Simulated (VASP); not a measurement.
# SiC (I-4m2) in VASP: a series of runs

The runs below take SiC through single point, with r2SCAN.

All numbers are computed with VASP 6.6.1; they aren't measurements. Logs are shortened: lines on timing, memory, paths and dates and some standing lists are left out, and cuts for length are marked.

### 1 The cell of the first run

It takes space group I-4m2 (No. 119, tetragonal). Conventional cell: a = 3.075 Å, b = 3.075 Å, c = 4.218 Å, α = 90.00°, β = 90.00°, γ = 90.00°. Si (site symmetry -4m2) has 4 C at 1.86 Å within 2.5 Å. C (site symmetry -4m2) has 4 Si at 1.86 Å within 2.5 Å.

### 2 Single point, r2SCAN (strain -0.0300 x Voigt [0, 1, 0, 0, 0, 0])

Contents of POSCAR:

```
SiC
1.0
    0.0000000000      2.1087800000      2.1740000000
    2.1740000000      0.0000000000      2.1740000000
    2.1740000000      2.1087800000      0.0000000000
Si C
1 1
Direct
    0.0000000000      0.0000000000      0.0000000000
    0.7500000000      0.7500000000      0.7500000000
```

Contents of INCAR.step1:

```
ALGO = Normal ; EDIFF = 1E-4
ENCUT = 520 ; GGA = PE
ISMEAR = 0 ; LASPH = True
LCHARG = False ; LREAL = False
LWAVE = True ; NBANDS = 11
NELM = 80 ; PREC = Accurate
SIGMA = 0.05
```

Contents of INCAR.step2:

```
ALGO = Normal ; EDIFF = 1E-6
ENCUT = 520 ; ISIF = 2
ISMEAR = 0 ; ISTART = 1
LASPH = True ; LCHARG = False
LMIXTAU = True ; LREAL = False
LWAVE = False ; METAGGA = R2SCAN
NBANDS = 11 ; NELM = 80
PREC = Accurate ; SIGMA = 0.05
```

Contents of KPOINTS:

```
k-points
0
Gamma
  12 12 12
```

Potentials or basis: VASP PAW PBE potentials, release 64 (Si, C).

Command:

```console
cat potpaw_PBE.64/Si/POTCAR potpaw_PBE.64/C/POTCAR > POTCAR
cp INCAR.step1 INCAR
mpirun -np 1 vasp_std > vasp.out
cp INCAR.step2 INCAR
mpirun -np 1 vasp_std > vasp.out
```

OUTCAR:

```text
EDIFF = 1E-6
   ENCUT = 520
   ISIF = 2
   ISMEAR = 0
   ISTART = 1
   LASPH = True
   LREAL = False
   METAGGA = R2SCAN
   NELM = 80
   PREC = Accurate

 ion  position               nearest neighbor table
   1  0.000  0.000  0.000-   2 1.86   2 1.86   2 1.86   2 1.86
   2  0.750  0.750  0.750-   1 1.86   1 1.86   1 1.86   1 1.86

  LATTYP: Found a body centered tetragonal cell.
 ALAT       =     3.0745002846
 C/A-ratio  =     1.3717871555

  Lattice vectors:

 A1 = (   0.0000000000,  -2.1087800000,   2.1740000000)
 A2 = (   0.0000000000,  -2.1087800000,  -2.1740000000)
 A3 = (   2.1740000000,   2.1087800000,   0.0000000000)

Analysis of symmetry for initial positions (statically):
=====================================================================
 Subroutine PRICEL returns:
 Original cell was already a primitive cell.

 Routine SETGRP: Setting up the symmetry group for a
 body centered tetragonal supercell.

 Subroutine GETGRP returns: Found  8 space group operations
 (whereof  8 operations were pure point group operations)
 out of a pool of 16 trial point group operations.

The static configuration has the point symmetry D_2d.

Analysis of symmetry for dynamics (positions and initial velocities):
=====================================================================
 Subroutine PRICEL returns:
 Original cell was already a primitive cell.

 Routine SETGRP: Setting up the symmetry group for a
 body centered tetragonal supercell.

 Subroutine GETGRP returns: Found  8 space group operations
 (whereof  8 operations were pure point group operations)
 out of a pool of 16 trial point group operations.

The dynamic configuration has the point symmetry D_2d.

 Subroutine INISYM returns: Found  8 space group operations
 (whereof  8 operations are pure point group operations),
 and found     1 'primitive' translations

----------------------------------------------------------------------------------------

                                     Primitive cell

  volume of cell :      19.9334

  direct lattice vectors                    reciprocal lattice vectors
     0.000000000  2.108780000  2.174000000    -0.229990800  0.237103918  0.229990800
     2.174000000  0.000000000  2.174000000     0.229990800 -0.237103918  0.229990800
     2.174000000  2.108780000  0.000000000     0.229990800  0.237103918 -0.229990800

  length of vectors
     3.028733908  3.074500285  3.028733908     0.402504415  0.402504415  0.402504415
[... 88 lines left out ...]
   ISYM   =      2    0-nonsym 1-usesym 2-fastsym
   POTIM  = 0.5000    time-step for ionic-motion
   TEBEG  =    0.0;   TEEND  =   0.0 temperature during run
   PSTRESS=    0.0 pullay stress
   NELECT =       8.0000    total number of electrons
   NUPDOWN=      -1.0000    fix difference up-down
   EMIN   =  10.00;   EMAX   =-10.00  energy-range for DOS
   EFERMI =   0.00;   METHOD = LEGACY
   ISMEAR =     0;   SIGMA  =   0.05  broadening in eV -4-tet -1-fermi 0-gaus
   EFERMI_NEDOS =   21; number of points for ismear=-14 and -15
   IALGO  =     38    algorithm
   IMIX   =      4    mixing-type and parameters
     AMIX     =   0.40;   BMIX     =  1.00
     AMIX_MAG =   1.60;   BMIX_MAG =  1.00
  volume/ion in A,a.u.               =       9.97        67.26
  Fermi-wavevector in a.u.,A,eV,Ry     =   1.207567  2.281971 19.840274  1.458219
  Thomas-Fermi vector in A             =   2.343201
   LORBIT       =      0    0 simple, 1 ext, 2 COOP (PROOUT), +10 PAW based schemes
   METAGGA = R2SCAN    functional components
   LHFCALC =     F    Hartree Fock is set to
   AEXX    =    0.0000 exact exchange contribution
   IVDW    =     0    specifies the selected vdW correction
   LEPSILON=     F    determine dielectric tensor
   LRPA    =     F    only Hartree local field effects (RPA)
 non-spin polarized calculation
 Gauss-broadening in eV      SIGMA  =   0.05
  energy-cutoff  :      520.00
  volume of cell :       19.93
 maximum number of plane-waves:       548
   NGX = 11   NGY = 11   NGZ = 11

 number of electron       8.0000000 magnetization

 Free energy of the ion-electron system (eV)
  ---------------------------------------------------
  ext. energy  EPLUGINS =         0.00000000
  ---------------------------------------------------
  free energy    TOTEN  =       -19.29766917 eV

  energy without entropy =      -19.29766917  energy(sigma->0) =      -19.29766917

 E-fermi :   8.8685     XC(G=0): -12.1036

 val. band max:        8.5460316188   @ k =   0.0000   0.0000   0.0000
 cond. band min:       9.9163626202   @ k =   0.5000   0.0000   0.5000
 fundamental gap:      1.3703310014
 Fermi energy:         8.8685203730

 k-point     1 :       0.0000    0.0000    0.0000
  band No.  band energies     occupation
      1      -8.0738      2.00000
      2       8.3398      2.00000
      3       8.3398      2.00000
      4       8.5460      2.00000
      5      15.7072      0.00000
      6      16.4834      0.00000
      7      16.5728      0.00000
      8      16.5728      0.00000
      9      23.3531      0.00000
     10      24.2939      0.00000
     11      26.6901      0.00000
[... 309 lines left out ...]
 k-point    24 :      -0.4167    0.1667    0.0000
  band No.  band energies     occupation
      1      -3.9598      2.00000
      2      -0.0701      2.00000
      3       5.0383      2.00000
      4       6.9127      2.00000
      5      14.3217      0.00000
      6      16.8966      0.00000
      7      18.0156      0.00000
      8      20.8097      0.00000
      9      24.5247      0.00000
     10      25.1823      0.00000
     11      28.0936      0.00000

 [... further k-points ...]

------------------------ aborting loop because EDIFF is reached ----------------------------------------

  FORCE on cell =-STRESS in cart. coord.  units (eV):
  Direction    XX          YY          ZZ          XY          YZ          ZX
  --------------------------------------------------------------------------------------
  -------------------------------------------------------------------------------------
  Total        0.7264877      1.7292803      0.7264877      0.0000000     -0.0000000      0.0000000
  in kB       58.3926887    138.9938666     58.3926887      0.0000000     -0.0000000      0.0000000
  external PRESSURE =      85.2597480 kB  Pullay stress =       0.0000000 kB

 VOLUME and BASIS-vectors are now :
 -----------------------------------------------------------------------------
  energy-cutoff  :      520.00
  volume of cell :       19.93
      direct lattice vectors                 reciprocal lattice vectors
     0.000000000  2.108780000  2.174000000    -0.229990800  0.237103918  0.229990800
     2.174000000  0.000000000  2.174000000     0.229990800 -0.237103918  0.229990800
     2.174000000  2.108780000  0.000000000     0.229990800  0.237103918 -0.229990800

 POSITION                                       TOTAL-FORCE (eV/Angst)
 -----------------------------------------------------------------------------------
      0.00000      0.00000      0.00000        -0.000000     -0.000000     -0.000000
      3.26100      3.16317      3.26100         0.000000      0.000000      0.000000
 -----------------------------------------------------------------------------------
    total drift:                                0.000001      0.000001      0.000001

  FREE ENERGIE OF THE ION-ELECTRON SYSTEM (eV)
  ---------------------------------------------------
  free  energy   TOTEN  =       -19.2976691686 eV

  energy  without entropy=      -19.2976691686  energy(sigma->0) =      -19.29766917
```

OUTCAR.step1:

```text
EDIFF = 1E-4
   ENCUT = 520
   GGA = PE
   ISMEAR = 0
   LASPH = True
[... 557 lines left out ...]
 -----------------------------------------------------------------------------------
      0.00000      0.00000      0.00000         0.000000     -0.000000      0.000000
      3.26100      3.16317      3.26100        -0.000000      0.000000     -0.000000
 -----------------------------------------------------------------------------------
    total drift:                               -0.000000      0.000000     -0.000000

  FREE ENERGIE OF THE ION-ELECTRON SYSTEM (eV)
  ---------------------------------------------------
  free  energy   TOTEN  =       -15.0122130324 eV

  energy  without entropy=      -15.0122130324  energy(sigma->0) =      -15.01221303
```

It took 1.9 min on 1 thread of AMD EPYC 7R13 (Zen 3), shared host; peak memory 0.13 GiB.

Results:

```yaml
Free_energy: -19.2977 eV
Pressure: 8.5 GPa
Band_gap_on_the_k_mesh: 1.37 eV (least direct gap 5.07 eV)
```

Caveat: the cell differs from its parent crystal (strain -0.0300 x Voigt [0, 1, 0, 0, 0, 0]); the cell stands under pressure; the PAW data sets were made with another functional, which shifts forces and pressure a little. A k mesh can miss the band edges.

### 3 Single point, r2SCAN (strain -0.0150 x Voigt [0, 1, 0, 0, 0, 0])

Contents of POSCAR:

```
SiC
1.0
    0.0000000000      2.1413900000      2.1740000000
    2.1740000000      0.0000000000      2.1740000000
    2.1740000000      2.1413900000      0.0000000000
Si C
1 1
Direct
    0.0000000000      0.0000000000      0.0000000000
    0.7500000000      0.7500000000      0.7500000000
```

Contents of INCAR.step1:

```
ALGO = Normal
EDIFF = 1E-4
ENCUT = 520
GGA = PE
ISMEAR = 0
LASPH = True
LCHARG = False
LREAL = False
LWAVE = True
NBANDS = 11
NELM = 100
PREC = Accurate
SIGMA = 0.05
```

Contents of INCAR.step2:

```
ALGO = Normal
EDIFF = 1E-6
ENCUT = 520
ISIF = 2
ISMEAR = 0
ISTART = 1
LASPH = True
LCHARG = False
LMIXTAU = True
LREAL = False
LWAVE = False
METAGGA = R2SCAN
NBANDS = 11
NELM = 100
PREC = Accurate
SIGMA = 0.05
```

KPOINTS is that of step 2.

Potentials or basis: VASP PAW PBE potentials, release 64 (Si, C).

Command:

```console
cat potpaw_PBE.64/Si/POTCAR potpaw_PBE.64/C/POTCAR > POTCAR
cp INCAR.step1 INCAR
mpirun -np 1 vasp_std > vasp.out
cp INCAR.step2 INCAR
mpirun -np 1 vasp_std > vasp.out
```

OUTCAR:

```text
EDIFF = 1E-6
   ENCUT = 520
   ISIF = 2
   ISMEAR = 0
   ISTART = 1
   LASPH = True
   LREAL = False
   METAGGA = R2SCAN
   NELM = 100
   PREC = Accurate

 ion  position               nearest neighbor table
   1  0.000  0.000  0.000-   2 1.87   2 1.87   2 1.87   2 1.87
   2  0.750  0.750  0.750-   1 1.87   1 1.87   1 1.87   1 1.87

  LATTYP: Found a body centered tetragonal cell.
 ALAT       =     3.0745002846
 C/A-ratio  =     1.3930003589

  Lattice vectors:

 A1 = (   0.0000000000,  -2.1413900000,   2.1740000000)
 A2 = (   0.0000000000,  -2.1413900000,  -2.1740000000)
 A3 = (   2.1740000000,   2.1413900000,   0.0000000000)

Analysis of symmetry for initial positions (statically):
=====================================================================
 Subroutine PRICEL returns:
 Original cell was already a primitive cell.

 Routine SETGRP: Setting up the symmetry group for a
 body centered tetragonal supercell.

 Subroutine GETGRP returns: Found  8 space group operations
 (whereof  8 operations were pure point group operations)
 out of a pool of 16 trial point group operations.

[... 172 lines left out ...]
      2       8.1957      2.00000
      3       8.1957      2.00000
      4       8.3003      2.00000
      5      15.3404      0.00000
      6      16.2164      0.00000
      7      16.2608      0.00000
      8      16.2608      0.00000
      9      23.3316      0.00000
     10      23.8079      0.00000
     11      26.3601      0.00000
[... 309 lines left out ...]
 k-point    24 :      -0.4167    0.1667    0.0000
  band No.  band energies     occupation
      1      -4.0776      2.00000
      2      -0.1625      2.00000
      3       4.9429      2.00000
      4       6.6879      2.00000
      5      14.0345      0.00000
      6      16.7238      0.00000
      7      17.5896      0.00000
      8      20.5096      0.00000
      9      24.2014      0.00000
     10      24.7802      0.00000
     11      27.7680      0.00000

 [... further k-points ...]

------------------------ aborting loop because EDIFF is reached ----------------------------------------

  FORCE on cell =-STRESS in cart. coord.  units (eV):
  Direction    XX          YY          ZZ          XY          YZ          ZX
  --------------------------------------------------------------------------------------
  -------------------------------------------------------------------------------------
  Total        0.4216179      0.9432114      0.4216179      0.0000000      0.0000000      0.0000000
  in kB       33.3721966     74.6577263     33.3721966      0.0000000      0.0000000      0.0000000
  external PRESSURE =      47.1340398 kB  Pullay stress =       0.0000000 kB

 VOLUME and BASIS-vectors are now :
 -----------------------------------------------------------------------------
  energy-cutoff  :      520.00
  volume of cell :       20.24
      direct lattice vectors                 reciprocal lattice vectors
     0.000000000  2.141390000  2.174000000    -0.229990800  0.233493198  0.229990800
     2.174000000  0.000000000  2.174000000     0.229990800 -0.233493198  0.229990800
     2.174000000  2.141390000  0.000000000     0.229990800  0.233493198 -0.229990800

 POSITION                                       TOTAL-FORCE (eV/Angst)
 -----------------------------------------------------------------------------------
      0.00000      0.00000      0.00000        -0.000000     -0.000000     -0.000000
      3.26100      3.21209      3.26100         0.000000      0.000000      0.000000
 -----------------------------------------------------------------------------------
    total drift:                                0.000001      0.000001      0.000001

  FREE ENERGIE OF THE ION-ELECTRON SYSTEM (eV)
  ---------------------------------------------------
  free  energy   TOTEN  =       -19.3183118228 eV

  energy  without entropy=      -19.3183118228  energy(sigma->0) =      -19.31831182
```

OUTCAR.step1:

```text
EDIFF = 1E-4
   ENCUT = 520
   GGA = PE
   ISMEAR = 0
   LASPH = True
[... 557 lines left out ...]
 -----------------------------------------------------------------------------------
      0.00000      0.00000      0.00000         0.000000      0.000000     -0.000000
      3.26100      3.21209      3.26100        -0.000000      0.000000      0.000000
 -----------------------------------------------------------------------------------
    total drift:                               -0.000000      0.000000     -0.000000

  FREE ENERGIE OF THE ION-ELECTRON SYSTEM (eV)
  ---------------------------------------------------
  free  energy   TOTEN  =       -15.0391337178 eV

  energy  without entropy=      -15.0391337178  energy(sigma->0) =      -15.03913372
```

Wall time 2 min (1 thread of AMD EPYC 7R13 (Zen 3), shared host); peak memory 0.13 GiB.

Results:

```yaml
Free_energy: -19.3183 eV
Pressure: 4.7 GPa
Band_gap_on_the_k_mesh: 1.55 eV (least direct gap 5.07 eV)
```

Caveat: the cell differs from its parent crystal (strain -0.0150 x Voigt [0, 1, 0, 0, 0, 0]); the cell stands under pressure; the PAW data sets were made with another functional, which shifts forces and pressure a little. A k mesh can miss the band edges.
